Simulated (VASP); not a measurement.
# HfN (F-43m) in VASP: further runs

HfN is run at these levels: PBEsol; tasks: single point.

Everything below comes from runs of VASP 6.6.1. Logs are shortened: lines on timing, memory, paths and dates and some standing lists are left out, and cuts for length are marked.

### Step 1. The cell of the first run

It takes space group F-43m (No. 216, cubic). The conventional cell has a = 4.664 Å, b = 4.664 Å, c = 4.664 Å, α = 90.00°, β = 90.00°, γ = 90.00°. Within 2.7 Å of Hf (site symmetry -43m) lie 4 N at 2.02 Å. Within 2.7 Å of N (site symmetry -43m) lie 4 Hf at 2.02 Å.

### Step 2. Single point, PBEsol (strain -0.050 along x and y, -0.050 along z)

INCAR

```
PREC = Accurate ; ENCUT = 520
EDIFF = 1E-7 ; ISMEAR = 0
SIGMA = 0.15 ; LREAL = False
LASPH = True ; NELM = 100
ALGO = Normal ; ISIF = 2
LWAVE = False ; LCHARG = False
GGA = PS ; NBANDS = 14
```

KPOINTS

```
regular mesh
0
Gamma
  16 16 16
```

POSCAR

```
HfN
1.0
    0.0000000000      2.3320809000      2.3320809000
    2.3320809000      0.0000000000      2.3320809000
    2.3320809000      2.3320809000      0.0000000000
Hf N
1 1
Direct
    0.0000000000      0.0000000000      0.0000000000
    0.7500000000      0.7500000000      0.7500000000
```

Potentials or basis: VASP PAW PBE potentials, release 64 (Hf_pv, N).

The run is started by

```sh
cat potpaw_PBE.64/Hf_pv/POTCAR potpaw_PBE.64/N/POTCAR > POTCAR
mpirun -np 1 vasp_std > vasp.out
```

OUTCAR:

```text
PREC = Accurate
   ENCUT = 520
   EDIFF = 1E-7
   ISMEAR = 0
   LREAL = False
   LASPH = True
   NELM = 100
   ISIF = 2
   GGA = PS

 ion  position               nearest neighbor table
   1  0.000  0.000  0.000-   2 2.02   2 2.02   2 2.02   2 2.02
   2  0.750  0.750  0.750-   1 2.02   1 2.02   1 2.02   1 2.02

  LATTYP: Found a face centered cubic cell.
 ALAT       =     4.6641618000

  Lattice vectors:

 A1 = (   0.0000000000,   2.3320809000,   2.3320809000)
 A2 = (   2.3320809000,   0.0000000000,   2.3320809000)
 A3 = (   2.3320809000,   2.3320809000,   0.0000000000)

Analysis of symmetry for initial positions (statically):
=====================================================================
 Subroutine PRICEL returns:
 Original cell was already a primitive cell.

 Routine SETGRP: Setting up the symmetry group for a
 face centered cubic supercell.

 Subroutine GETGRP returns: Found 24 space group operations
 (whereof 24 operations were pure point group operations)
 out of a pool of 48 trial point group operations.

The static configuration has the point symmetry T_d .

Analysis of symmetry for dynamics (positions and initial velocities):
=====================================================================
 Subroutine PRICEL returns:
 Original cell was already a primitive cell.

 Routine SETGRP: Setting up the symmetry group for a
 face centered cubic supercell.

 Subroutine GETGRP returns: Found 24 space group operations
 (whereof 24 operations were pure point group operations)
 out of a pool of 48 trial point group operations.

The dynamic configuration has the point symmetry T_d .

 Subroutine INISYM returns: Found 24 space group operations
 (whereof 24 operations are pure point group operations),
 and found     1 'primitive' translations

----------------------------------------------------------------------------------------

                                     Primitive cell

  volume of cell :      25.3665

  direct lattice vectors                    reciprocal lattice vectors
     0.000000000  2.332080900  2.332080900    -0.214400795  0.214400795  0.214400795
     2.332080900  0.000000000  2.332080900     0.214400795 -0.214400795  0.214400795
     2.332080900  2.332080900  0.000000000     0.214400795  0.214400795 -0.214400795

  length of vectors
     3.298060437  3.298060437  3.298060437     0.371353071  0.371353071  0.371353071

  position of ions in fractional coordinates (direct lattice)
     0.000000000  0.000000000  0.000000000
     0.750000000  0.750000000  0.750000000

  ion indices of the primitive-cell ions
   primitive index   ion index
[... 87 lines left out ...]
   EMIN   =  10.00;   EMAX   =-10.00  energy-range for DOS
   EFERMI =   0.00;   METHOD = LEGACY
   ISMEAR =     0;   SIGMA  =   0.15  broadening in eV -4-tet -1-fermi 0-gaus
   EFERMI_NEDOS =   21; number of points for ismear=-14 and -15
   IALGO  =     38    algorithm
   IMIX   =      4    mixing-type and parameters
     AMIX     =   0.40;   BMIX     =  1.00
     AMIX_MAG =   1.60;   BMIX_MAG =  1.00
  volume/ion in A,a.u.               =      12.68        85.59
  Fermi-wavevector in a.u.,A,eV,Ry     =   1.374100  2.596672 25.689847  1.888151
  Thomas-Fermi vector in A             =   2.499557
   LORBIT       =      0    0 simple, 1 ext, 2 COOP (PROOUT), +10 PAW based schemes
   GGA     = PS    functional components
   LHFCALC =     F    Hartree Fock is set to
   AEXX    =    0.0000 exact exchange contribution
   IVDW    =     0    specifies the selected vdW correction
   LEPSILON=     F    determine dielectric tensor
   LRPA    =     F    only Hartree local field effects (RPA)
 non-spin polarized calculation
 Gauss-broadening in eV      SIGMA  =   0.15
  energy-cutoff  :      520.00
  volume of cell :       25.37
 maximum number of plane-waves:       701
 NGX is ok and might be reduce to    28
   NGX = 13   NGY = 13   NGZ = 13

 number of electron      15.0000000 magnetization

 Free energy of the ion-electron system (eV)
  ---------------------------------------------------
  ext. energy  EPLUGINS =         0.00000000
  ---------------------------------------------------
  free energy    TOTEN  =       -21.95756675 eV

  energy without entropy =      -21.95192406  energy(sigma->0) =      -21.95474541

 E-fermi :   6.8315     XC(G=0): -12.1494

 val. band max:        6.8157409278   @ k =   0.3125   0.1875   0.0000
 cond. band min:       6.9253793374   @ k =   0.2500   0.1875   0.0000
 fundamental gap:      0.1096384096
 Fermi energy:         6.8314930545

 k-point     1 :       0.0000    0.0000    0.0000
  band No.  band energies     occupation
      1     -23.6790      2.00000
      2     -23.6790      2.00000
      3     -23.6790      2.00000
      4     -10.0479      2.00000
      5       0.6292      2.00000
      6       0.6292      2.00000
      7       0.6292      2.00000
      8       6.4928      1.99860
      9       9.4046      0.00000
     10       9.4046      0.00000
     11      14.4303      0.00000
     12      14.4303      0.00000
     13      14.4303      0.00000
     14      19.8672      0.00000
[... 377 lines left out ...]
      1     -23.7673      2.00000
      2     -23.7019      2.00000
      3     -23.6854      2.00000
      4      -9.8692      2.00000
      5       0.4042      2.00000
      6       0.7078      2.00000
      7       0.7627      2.00000
      8       7.0762      0.02107
      9       9.0093      0.00000
     10       9.3473      0.00000
     11      14.2509      0.00000
     12      14.5569      0.00000
     13      14.9358      0.00000
     14      19.8444      0.00000

 [... further k-points ...]

------------------------ aborting loop because EDIFF is reached ----------------------------------------

  FORCE on cell =-STRESS in cart. coord.  units (eV):
  Direction    XX          YY          ZZ          XY          YZ          ZX
  --------------------------------------------------------------------------------------
  -------------------------------------------------------------------------------------
  Total        5.2727887      5.2727887      5.2727887      0.0000000     -0.0000000      0.0000000
  in kB      333.0351827    333.0351827    333.0351827      0.0000000     -0.0000000      0.0000000
  external PRESSURE =     333.0351827 kB  Pullay stress =       0.0000000 kB

 VOLUME and BASIS-vectors are now :
 -----------------------------------------------------------------------------
  energy-cutoff  :      520.00
  volume of cell :       25.37
      direct lattice vectors                 reciprocal lattice vectors
     0.000000000  2.332080900  2.332080900    -0.214400795  0.214400795  0.214400795
     2.332080900  0.000000000  2.332080900     0.214400795 -0.214400795  0.214400795
     2.332080900  2.332080900  0.000000000     0.214400795  0.214400795 -0.214400795

 POSITION                                       TOTAL-FORCE (eV/Angst)
 -----------------------------------------------------------------------------------
      0.00000      0.00000      0.00000         0.000000      0.000000     -0.000000
      3.49812      3.49812      3.49812        -0.000000     -0.000000      0.000000
 -----------------------------------------------------------------------------------
    total drift:                                0.000000      0.000000      0.000000

  FREE ENERGIE OF THE ION-ELECTRON SYSTEM (eV)
  ---------------------------------------------------
  free  energy   TOTEN  =       -21.9575667542 eV

  energy  without entropy=      -21.9519240568  energy(sigma->0) =      -21.95474541
```

stdout:

```text
POSCAR found type information on POSCAR HfN
 POSCAR found :  2 types and       2 ions
 scaLAPACK will be used
 -----------------------------------------------------------------------------
|                                                                             |
|                                                                             |
|     You enforced a specific xc type in the INCAR file but a different       |
|     I HOPE YOU KNOW WHAT YOU ARE DOING!                                     |
|                                                                             |
 -----------------------------------------------------------------------------

 LDA part: xc-table for (Slater+PW92), standard interpolation
 POSCAR, INCAR and KPOINTS ok, starting setup
 FFT: planning ... GRIDC
 FFT: planning ... GRID_SOFT
 FFT: planning ... GRID
 WAVECAR not read
 entering main loop
```

Wall time 55 s (1 thread of AMD EPYC 9R14 (Zen 4), shared host); peak memory 0.17 GiB.

What came out:

- Free energy: -21.9576 eV
- Pressure: 33.3 GPa
- Band gap on the k mesh: zero (an odd number of electrons rules out a gap without spin polarisation)

Caveat: the cell differs from its parent crystal (strain -0.050 along x and y, -0.050 along z); the cell stands under pressure; the PAW data sets were made with another functional, which shifts forces and pressure a little; spin-orbit coupling is left out, which moves the levels of the heavy elements; an odd number of electrons without spin polarisation forces a metal; a magnetic or distorted state may lie lower.

### Step 3. Single point, PBEsol (strain -0.025 along x and y, -0.025 along z)

INCAR

```
  PREC = Accurate
  ENCUT = 520
  EDIFF = 1E-6
  ISMEAR = 0
  SIGMA = 0.15
  LREAL = F
  LASPH = T
  NELM = 80
  ALGO = Normal
  ISIF = 2
  LWAVE = F
  LCHARG = T
  GGA = PS
  LELF = T
  LVHAR = T
  NBANDS = 14
```

KPOINTS is that of step 2.

POSCAR

```
HfN
1.0
    0.0000000000      2.3934514500      2.3934514500
    2.3934514500      0.0000000000      2.3934514500
    2.3934514500      2.3934514500      0.0000000000
Hf N
1 1
Direct
    0.0000000000      0.0000000000      0.0000000000
    0.7500000000      0.7500000000      0.7500000000
```

Potentials or basis: VASP PAW PBE potentials, release 64 (Hf_pv, N).

The run is started by

```sh
cat potpaw_PBE.64/Hf_pv/POTCAR potpaw_PBE.64/N/POTCAR > POTCAR
mpirun -np 1 vasp_std > vasp.out
```

Run time: 60 s. Hardware: 1 thread of AMD EPYC 9R14 (Zen 4), shared host; peak memory 0.17 GiB.

The run converged. Its results:

```yaml
Free_energy: -22.2310 eV
Pressure: 10.5 GPa
Band_gap_on_the_k_mesh: zero (an odd number of electrons rules out a gap without spin polarisation)
```

Levels at points of the mesh, in eV from the Fermi level:
```csv
k point,band 4,band 5,band 6,band 7,band 8,band 9,band 10,band 11
"(0.00, 0.00, 0.00)",-16.49,-5.82,-5.82,-5.82,-0.55,2.38,2.38,7.08
"(0.50, 0.00, 0.00)",-15.22,-5.87,-5.16,-5.16,1.68,2.95,2.95,4.46
"(0.50, 0.50, 0.00)",-14.77,-7.36,-3.67,-3.67,-1.18,2.37,4.41,5.09
```

Caveat: the cell differs from its parent crystal (strain -0.025 along x and y, -0.025 along z); the cell stands under pressure; the PAW data sets were made with another functional, which shifts forces and pressure a little; spin-orbit coupling is left out, which moves the levels of the heavy elements; an odd number of electrons without spin polarisation forces a metal; a magnetic or distorted state may lie lower.

The gap in the log of VASP goes by the Fermi energy; the results here count the filled bands.